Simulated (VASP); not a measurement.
# KTaO3 (Pmmm) in VASP: notebook

The runs below take KTaO3 through single point, with PBE.

Everything below comes from runs of VASP 6.6.1. Logs are shortened: lines on timing, memory, paths and dates and some standing lists are left out, and cuts for length are marked.

**1. The cell of the first run**

The structure is orthorhombic, space group Pmmm (No. 47). The conventional cell has a = 3.743 Å, b = 4.025 Å, c = 4.119 Å, α = 90.00°, β = 90.00°, γ = 90.00°. K (site symmetry mmm) has 12 O at 2.75 to 2.88 Å and 8 Ta at 3.43 Å and 2 K at 3.74 Å within 3.8 Å. Ta (site symmetry mmm) has 6 O at 1.87 to 2.06 Å within 2.5 Å. O (site symmetry mmm) has 2 Ta at 1.87 Å within 2.5 Å. O (site symmetry mmm) has 2 Ta at 2.06 Å and 4 K at 2.75 Å and 8 O at 2.78 to 2.88 Å within 2.9 Å. O (site symmetry mmm) has 2 Ta at 2.01 Å and 8 O at 2.75 to 2.88 Å and 4 K at 2.78 Å within 2.9 Å.

**2. Single point, PBE (normal strain along x -0.0700, normal strain along y +0.0233)**

File INCAR:

```
  ALGO = Normal
  EDIFF = 1E-7
  ENCUT = 520
  GGA = PE
  ISIF = 2
  ISMEAR = 0
  LASPH = True
  LCHARG = False
  LREAL = False
  LWAVE = False
  NBANDS = 27
  NELM = 60
  PREC = Accurate
  SIGMA = 0.05
```

File KPOINTS:

```
k-points
0
Gamma
  8 8 8
```

File POSCAR:

```
KTaO3
1.0
    3.7431111446      0.0000000000      0.0000000000
    0.0000000000      4.1186297142      0.0000000000
    0.0000000000      0.0000000000      4.0248506931
K Ta O
1 1 3
Direct
    0.5000000000      0.5000000000      0.5000000000
    0.0000000000      0.0000000000      0.0000000000
    0.5000000000      0.0000000000      0.0000000000
    0.0000000000      0.5000000000      0.0000000000
    0.0000000000      0.0000000000      0.5000000000
```

Potentials or basis: VASP PAW PBE potentials, release 64 (K_sv, Ta_pv, O).

Launch:

```
> cat potpaw_PBE.64/K_sv/POTCAR potpaw_PBE.64/Ta_pv/POTCAR potpaw_PBE.64/O/POTCAR > POTCAR
> mpirun -np 1 vasp_std > vasp.out
```

OUTCAR:

```text
EDIFF = 1E-7
   ENCUT = 520
   GGA = PE
   ISIF = 2
   ISMEAR = 0
   LASPH = True
   LREAL = False
   NELM = 60
   PREC = Accurate

 ion  position               nearest neighbor table
   1  0.500  0.500  0.500-   4 2.75   4 2.75   4 2.75   4 2.75   5 2.78   5 2.78   5 2.78   5 2.78
                             3 2.88   3 2.88   3 2.88   3 2.88   2 3.43   2 3.43   2 3.43   2 3.43
   2  0.000  0.000  0.000-   3 1.87   3 1.87   5 2.01   5 2.01   4 2.06   4 2.06   1 3.43   1 3.43
                             1 3.43   1 3.43   1 3.43   1 3.43   1 3.43   1 3.43
   3  0.500  0.000  0.000-   2 1.87   2 1.87   1 2.88   1 2.88   1 2.88   1 2.88
   4  0.000  0.500  0.000-   2 2.06   2 2.06   1 2.75   1 2.75   1 2.75   1 2.75
   5  0.000  0.000  0.500-   2 2.01   2 2.01   1 2.78   1 2.78   1 2.78   1 2.78

  LATTYP: Found a simple orthorhombic cell.
 ALAT       =     3.7431111446
 B/A-ratio  =     1.0752688172
 C/A-ratio  =     1.1003225806

  Lattice vectors:

 A1 = (  -3.7431111446,   0.0000000000,   0.0000000000)
 A2 = (   0.0000000000,   0.0000000000,   4.0248506931)
 A3 = (   0.0000000000,   4.1186297142,   0.0000000000)

Analysis of symmetry for initial positions (statically):
=====================================================================
 Subroutine PRICEL returns:
 Original cell was already a primitive cell.

 Routine SETGRP: Setting up the symmetry group for a
 simple orthorhombic supercell.

 Subroutine GETGRP returns: Found  8 space group operations
 (whereof  8 operations were pure point group operations)
 out of a pool of  8 trial point group operations.

The static configuration has the point symmetry D_2h.

Analysis of symmetry for dynamics (positions and initial velocities):
=====================================================================
 Subroutine PRICEL returns:
 Original cell was already a primitive cell.

 Routine SETGRP: Setting up the symmetry group for a
 simple orthorhombic supercell.

 Subroutine GETGRP returns: Found  8 space group operations
 (whereof  8 operations were pure point group operations)
 out of a pool of  8 trial point group operations.

The dynamic configuration has the point symmetry D_2h.

 Subroutine INISYM returns: Found  8 space group operations
 (whereof  8 operations are pure point group operations),
 and found     1 'primitive' translations

----------------------------------------------------------------------------------------

                                     Primitive cell

  volume of cell :      62.0491

  direct lattice vectors                    reciprocal lattice vectors
     3.743111145  0.000000000  0.000000000     0.267157442  0.000000000  0.000000000
     0.000000000  4.118629714  0.000000000     0.000000000  0.242799200  0.000000000
     0.000000000  0.000000000  4.024850693     0.000000000  0.000000000  0.248456421

  length of vectors
     3.743111145  4.118629714  4.024850693     0.267157442  0.242799200  0.248456421

  position of ions in fractional coordinates (direct lattice)
     0.500000000  0.500000000  0.500000000
     0.000000000  0.000000000  0.000000000
     0.500000000  0.000000000  0.000000000
     0.000000000  0.500000000  0.000000000
     0.000000000  0.000000000  0.500000000

  ion indices of the primitive-cell ions
   primitive index   ion index
                 1           1
                 2           2
                 3           3
                 4           4
                 5           5

----------------------------------------------------------------------------------------

 KPOINTS: k-points

Automatic generation of k-mesh.
 Grid dimensions read from file:
 generate k-points for:    8    8    8

 Generating k-lattice:

  Cartesian coordinates                     Fractional coordinates (reciprocal lattice)
     0.033394680  0.000000000  0.000000000     0.125000000  0.000000000  0.000000000
     0.000000000  0.030349900  0.000000000     0.000000000  0.125000000  0.000000000
     0.000000000  0.000000000  0.031057053     0.000000000  0.000000000  0.125000000

  Length of vectors
     0.033394680  0.030349900  0.031057053

  Shift w.r.t. Gamma in fractional coordinates (k-lattice)
     0.000000000  0.000000000  0.000000000

 Subroutine IBZKPT returns following result:
 ===========================================

 Found    125 irreducible k-points:

 Following reciprocal coordinates:
            Coordinates               Weight
  0.000000  0.000000  0.000000      1.000000
  0.125000  0.000000  0.000000      2.000000
  0.250000  0.000000  0.000000      2.000000
  0.375000  0.000000  0.000000      2.000000
  0.500000  0.000000  0.000000      1.000000
  0.000000  0.125000  0.000000      2.000000
[... 16 lines left out ...]
  0.250000  0.500000  0.000000      2.000000
  0.375000  0.500000  0.000000      2.000000
 [... further k-points ...]
   k-points           NKPTS =    125   k-points in BZ     NKDIM =    125   number of bands    NBANDS=     27
   number of dos      NEDOS =    301   number of ions     NIONS =      5
   total plane-waves  NPLWV =  26880
   dimension x,y,z NGX =    28 NGY =   32 NGZ =   30
   dimension x,y,z NGXF=    56 NGYF=   64 NGZF=   60
   ions per type =               1   1   3
   NGX,Y,Z   is equivalent  to a cutoff of  12.44, 12.92, 12.39 a.u.
   NGXF,Y,Z  is equivalent  to a cutoff of  24.87, 25.83, 24.78 a.u.
 SYSTEM =  unknown system
   PREC   = accura    normal or accurate (medium, high low for compatibility)
   ISTART =      0    job   : 0-new  1-cont  2-samecut
   ICHARG =      2    charge: 1-file 2-atom 10-const
   ISPIN  =      1    spin polarized calculation?
   LNONCOLLINEAR =      F non collinear calculations
   LSORBIT =      F    spin-orbit coupling
   LASPH  =      T    aspherical Exc in radial PAW
   ENCUT  =  520.0 eV  38.22 Ry    6.18 a.u.   6.96  7.66  7.48*2*pi/ulx,y,z
   NELM   =     60;   NELMIN=  2; NELMDL= -5     # of ELM steps
   EDIFF  = 0.1E-06   stopping-criterion for ELM
   LREAL  =      F    real-space projection
   EDIFFG = 0.1E-05   stopping-criterion for IOM
   NSW    =      0    number of steps for IOM
   IBRION =     -1    ionic relax: 0-MD 1-quasi-New 2-CG
   NFREE  =      0    steps in history (QN), initial steepest desc. (CG)
   ISIF   =      2    stress and relaxation
   ISYM   =      2    0-nonsym 1-usesym 2-fastsym
   POTIM  = 0.5000    time-step for ionic-motion
   TEBEG  =    0.0;   TEEND  =   0.0 temperature during run
   PSTRESS=    0.0 pullay stress
   NELECT =      38.0000    total number of electrons
   NUPDOWN=      -1.0000    fix difference up-down
   EMIN   =  10.00;   EMAX   =-10.00  energy-range for DOS
   EFERMI =   0.00;   METHOD = LEGACY
   ISMEAR =     0;   SIGMA  =   0.05  broadening in eV -4-tet -1-fermi 0-gaus
   EFERMI_NEDOS =   21; number of points for ismear=-14 and -15
   IALGO  =     38    algorithm
   IMIX   =      4    mixing-type and parameters
     AMIX     =   0.40;   BMIX     =  1.00
     AMIX_MAG =   1.60;   BMIX_MAG =  1.00
  volume/ion in A,a.u.               =      12.41        83.75
  Fermi-wavevector in a.u.,A,eV,Ry     =   1.390244  2.627180 26.297036  1.932778
  Thomas-Fermi vector in A             =   2.514197
   LORBIT       =      0    0 simple, 1 ext, 2 COOP (PROOUT), +10 PAW based schemes
   GGA     = PE    functional components
   LHFCALC =     F    Hartree Fock is set to
   AEXX    =    0.0000 exact exchange contribution
   IVDW    =     0    specifies the selected vdW correction
   LEPSILON=     F    determine dielectric tensor
   LRPA    =     F    only Hartree local field effects (RPA)
 non-spin polarized calculation
 Gauss-broadening in eV      SIGMA  =   0.05
  energy-cutoff  :      520.00
  volume of cell :       62.05
 maximum number of plane-waves:      1688
 NGX is ok and might be reduce to    28
   NGX = 13   NGY = 15   NGZ = 15

 number of electron      37.9999989 magnetization

 Free energy of the ion-electron system (eV)
  ---------------------------------------------------
  ext. energy  EPLUGINS =         0.00000000
  ---------------------------------------------------
  free energy    TOTEN  =       -40.51895749 eV

  energy without entropy =      -40.51895749  energy(sigma->0) =      -40.51895749

 E-fermi :   2.2363     XC(G=0): -10.9872

 val. band max:        2.0230690248   @ k =   0.5000   0.5000   0.5000
 cond. band min:       4.0781639299   @ k =   0.0000   0.0000   0.0000
 fundamental gap:      2.0550949051
 Fermi energy:         2.2363101786

 k-point     1 :       0.0000    0.0000    0.0000
  band No.  band energies     occupation
      1     -32.2151      2.00000
      2     -32.0337      2.00000
      3     -32.0105      2.00000
      4     -25.3258      2.00000
      5     -16.2216      2.00000
      6     -14.9868      2.00000
[... 19 lines left out ...]
     26      10.1616      0.00000
     27      10.3097      0.00000

 k-point     2 :       0.1250    0.0000    0.0000
  band No.  band energies     occupation
      1     -32.2454      2.00000
      2     -32.0325      2.00000
      3     -32.0092      2.00000
      4     -25.3190      2.00000
      5     -15.9958      2.00000
      6     -14.9922      2.00000
[... 19 lines left out ...]
     26      10.5498      0.00000
     27      10.8272      0.00000

 k-point     3 :       0.2500    0.0000    0.0000
  band No.  band energies     occupation
      1     -32.3175      2.00000
      2     -32.0293      2.00000
      3     -32.0061      2.00000
      4     -25.3028      2.00000
      5     -15.4586      2.00000
      6     -14.9453      2.00000
[... 19 lines left out ...]
     26      11.1608      0.00000
     27      12.0086      0.00000

 k-point     4 :       0.3750    0.0000    0.0000
  band No.  band energies     occupation
      1     -32.3878      2.00000
      2     -32.0263      2.00000
      3     -32.0029      2.00000
      4     -25.2866      2.00000
      5     -15.2195      2.00000
      6     -14.5335      2.00000
[... 19 lines left out ...]
     26      11.7939      0.00000
     27      12.3401      0.00000

 k-point     5 :       0.5000    0.0000    0.0000
  band No.  band energies     occupation
      1     -32.4164      2.00000
      2     -32.0250      2.00000
      3     -32.0016      2.00000
      4     -25.2799      2.00000
      5     -15.2091      2.00000
      6     -14.5053      2.00000
[... 19 lines left out ...]
     26      12.0685      0.00000
     27      12.2007      0.00000

 k-point     6 :       0.0000    0.1250    0.0000
  band No.  band energies     occupation
      1     -32.2148      2.00000
      2     -32.0334      2.00000
      3     -32.0195      2.00000
      4     -25.3221      2.00000
      5     -16.2226      2.00000
      6     -14.9747      2.00000
[... 444 lines left out ...]
      1     -32.2130      2.00000
      2     -32.0712      2.00000
      3     -32.0315      2.00000
      4     -25.3007      2.00000
      5     -16.2426      2.00000
      6     -14.9713      2.00000
[... 19 lines left out ...]
     26      11.6129      0.00000
     27      12.7411      0.00000

 k-point    22 :       0.1250    0.5000    0.0000
  band No.  band energies     occupation
      1     -32.2431      2.00000
      2     -32.0697      2.00000
      3     -32.0302      2.00000
      4     -25.2964      2.00000
      5     -16.0120      2.00000
      6     -14.9501      2.00000
[... 19 lines left out ...]
     26      12.2298      0.00000
     27      12.8905      0.00000

 k-point    23 :       0.2500    0.5000    0.0000
  band No.  band energies     occupation
      1     -32.3147      2.00000
      2     -32.0661      2.00000
      3     -32.0272      2.00000
      4     -25.2859      2.00000
      5     -15.4298      2.00000
      6     -14.8704      2.00000
[... 19 lines left out ...]
     26      12.3889      0.00000
     27      13.0755      0.00000

 k-point    24 :       0.3750    0.5000    0.0000
  band No.  band energies     occupation
      1     -32.3846      2.00000
      2     -32.0624      2.00000
      3     -32.0241      2.00000
      4     -25.2754      2.00000
      5     -15.0154      2.00000
      6     -14.5167      2.00000
[... 19 lines left out ...]
     26      13.3263      0.00000
     27      13.3731      0.00000

 [... further k-points ...]

------------------------ aborting loop because EDIFF is reached ----------------------------------------

  FORCE on cell =-STRESS in cart. coord.  units (eV):
  Direction    XX          YY          ZZ          XY          YZ          ZX
  --------------------------------------------------------------------------------------
  -------------------------------------------------------------------------------------
  Total       15.8726949     -1.1394447      1.8764692      0.0000000      0.0000000      0.0000000
  in kB      409.8510046    -29.4217549     48.4525662      0.0000000      0.0000000      0.0000000
  external PRESSURE =     142.9606053 kB  Pullay stress =       0.0000000 kB

 VOLUME and BASIS-vectors are now :
 -----------------------------------------------------------------------------
  energy-cutoff  :      520.00
  volume of cell :       62.05
      direct lattice vectors                 reciprocal lattice vectors
     3.743111145  0.000000000  0.000000000     0.267157442  0.000000000  0.000000000
     0.000000000  4.118629714  0.000000000     0.000000000  0.242799200  0.000000000
     0.000000000  0.000000000  4.024850693     0.000000000  0.000000000  0.248456421

 POSITION                                       TOTAL-FORCE (eV/Angst)
 -----------------------------------------------------------------------------------
      1.87156      2.05931      2.01243         0.000000      0.000000      0.000000
      0.00000      0.00000      0.00000         0.000000      0.000000      0.000000
      1.87156      0.00000      0.00000         0.000000      0.000000      0.000000
      0.00000      2.05931      0.00000         0.000000      0.000000      0.000000
      0.00000      0.00000      2.01243         0.000000      0.000000      0.000000
 -----------------------------------------------------------------------------------
    total drift:                                0.000000      0.000000     -0.000000

  FREE ENERGIE OF THE ION-ELECTRON SYSTEM (eV)
  ---------------------------------------------------
  free  energy   TOTEN  =       -40.5189574946 eV

  energy  without entropy=      -40.5189574946  energy(sigma->0) =      -40.51895749
```

Run time: 3.7 min. Hardware: 1 thread of Intel Xeon 8259CL, shared host; peak memory 0.32 GiB.

What came out:

```yaml
Free_energy: -40.5190 eV
Pressure: 14.3 GPa
Band_gap_on_the_k_mesh: 2.06 eV (least direct gap 2.59 eV)
```

Caveat: the cell differs from its parent crystal (normal strain along x -0.0700, normal strain along y +0.0233); the cell stands under pressure; spin-orbit coupling is left out, which moves the levels of the heavy elements.

**3. Single point, PBE (normal strain along x -0.0467, normal strain along y +0.0233)**

File INCAR:

```
SYSTEM = KTaO3
PREC = Accurate
ENCUT = 520
EDIFF = 1E-6
ISMEAR = 0
SIGMA = 0.05
LREAL = .FALSE.
LASPH = .TRUE.
NELM = 80
ALGO = Normal
ISIF = 2
LWAVE = .FALSE.
LCHARG = .FALSE.
GGA = PE
NBANDS = 27
```

File KPOINTS:

```
Automatic mesh
0
G
  8 8 8
  0 0 0
```

Edit POSCAR of step 2 so:

```diff
@@ -2,3 +2,3 @@
 1.0
-    3.7431111446      0.0000000000      0.0000000000
+    3.8368901657      0.0000000000      0.0000000000
     0.0000000000      4.1186297142      0.0000000000
```

Potentials or basis: VASP PAW PBE potentials, release 64 (K_sv, Ta_pv, O).

Launch:

```
> cat potpaw_PBE.64/K_sv/POTCAR potpaw_PBE.64/Ta_pv/POTCAR potpaw_PBE.64/O/POTCAR > POTCAR
> mpirun -np 1 vasp_std > vasp.out
```

OUTCAR:

```text
SYSTEM = KTaO3
   PREC = Accurate
   ENCUT = 520
   EDIFF = 1E-6
   ISMEAR = 0
   LREAL = .FALSE.
   LASPH = .TRUE.
   NELM = 80
   ISIF = 2
   GGA = PE

 ion  position               nearest neighbor table
   1  0.500  0.500  0.500-   4 2.78   4 2.78   4 2.78   4 2.78   5 2.81   5 2.81   5 2.81   5 2.81
                             3 2.88   3 2.88   3 2.88   3 2.88   2 3.46   2 3.46   2 3.46   2 3.46
   2  0.000  0.000  0.000-   3 1.92   3 1.92   5 2.01   5 2.01   4 2.06   4 2.06   1 3.46   1 3.46
                             1 3.46   1 3.46   1 3.46   1 3.46   1 3.46   1 3.46
[... 930 lines left out ...]
  -------------------------------------------------------------------------------------
  Total        9.3270428     -1.9224528      1.0442913      0.0000000      0.0000000      0.0000000
  in kB      234.9484932    -48.4266438     26.3057286      0.0000000      0.0000000      0.0000000
  external PRESSURE =      70.9425260 kB  Pullay stress =       0.0000000 kB

 VOLUME and BASIS-vectors are now :
 -----------------------------------------------------------------------------
  energy-cutoff  :      520.00
  volume of cell :       63.60
      direct lattice vectors                 reciprocal lattice vectors
     3.836890166  0.000000000  0.000000000     0.260627737  0.000000000  0.000000000
     0.000000000  4.118629714  0.000000000     0.000000000  0.242799200  0.000000000
     0.000000000  0.000000000  4.024850693     0.000000000  0.000000000  0.248456421

 POSITION                                       TOTAL-FORCE (eV/Angst)
 -----------------------------------------------------------------------------------
      1.91845      2.05931      2.01243         0.000000      0.000000      0.000000
      0.00000      0.00000      0.00000         0.000000      0.000000      0.000000
      1.91845      0.00000      0.00000         0.000000      0.000000      0.000000
      0.00000      2.05931      0.00000         0.000000      0.000000      0.000000
      0.00000      0.00000      2.01243         0.000000      0.000000      0.000000
 -----------------------------------------------------------------------------------
    total drift:                                0.000000     -0.000000      0.000000

  FREE ENERGIE OF THE ION-ELECTRON SYSTEM (eV)
  ---------------------------------------------------
  free  energy   TOTEN  =       -40.8304331604 eV

  energy  without entropy=      -40.8304331604  energy(sigma->0) =      -40.83043316
```

OSZICAR:

```text
N       E                     dE             d eps       ncg     rms          rms(c)
DAV:   1     0.321409107355E+03    0.32141E+03   -0.20782E+04  6750   0.141E+03
DAV:   2    -0.305544942508E+02   -0.35196E+03   -0.34151E+03  8034   0.405E+02
DAV:   3    -0.488645577752E+02   -0.18310E+02   -0.18230E+02  9756   0.895E+01
DAV:   4    -0.494234349250E+02   -0.55888E+00   -0.55797E+00 10998   0.101E+01
DAV:   5    -0.494276371131E+02   -0.42022E-02   -0.42016E-02  9069   0.819E-01    0.345E+01
DAV:   6    -0.410568821433E+02    0.83708E+01   -0.35406E+01  7948   0.398E+01    0.132E+01
DAV:   7    -0.408975301824E+02    0.15935E+00   -0.18048E+00  8762   0.852E+00    0.937E+00
DAV:   8    -0.408492951942E+02    0.48235E-01   -0.39648E-01  8167   0.520E+00    0.272E+00
DAV:   9    -0.408316542523E+02    0.17641E-01   -0.35829E-02  8498   0.145E+00    0.422E-01
DAV:  10    -0.408303880439E+02    0.12662E-02   -0.14168E-02  9022   0.759E-01    0.177E-01
DAV:  11    -0.408304061915E+02   -0.18148E-04   -0.11043E-03  9089   0.218E-01    0.350E-02
DAV:  12    -0.408304205608E+02   -0.14369E-04   -0.44117E-05  8982   0.526E-02    0.241E-02
DAV:  13    -0.408304329975E+02   -0.12437E-04   -0.15404E-05  9174   0.284E-02    0.388E-03
DAV:  14    -0.408304331604E+02   -0.16283E-06   -0.57086E-07  6593   0.561E-03
   1 F= -.40830433E+02 E0= -.40830433E+02  d E =-.184440E-20
```

stdout:

```text
POSCAR found type information on POSCAR K TaO
 POSCAR found :  3 types and       5 ions
 scaLAPACK will be used
 LDA part: xc-table for (Slater+PW92), standard interpolation
 POSCAR, INCAR and KPOINTS ok, starting setup
 FFT: planning ... GRIDC
 FFT: planning ... GRID_SOFT
 FFT: planning ... GRID
 WAVECAR not read
 entering main loop
```

It took 2.9 min on 1 thread of Intel Xeon 8259CL, shared host; peak memory 0.33 GiB.

What came out:

```yaml
Free_energy: -40.8304 eV
Pressure: 7.1 GPa
Band_gap_on_the_k_mesh: 2.05 eV (least direct gap 2.64 eV)
```

Caveat: the cell differs from its parent crystal (normal strain along x -0.0467, normal strain along y +0.0233); the cell stands under pressure; spin-orbit coupling is left out, which moves the levels of the heavy elements.
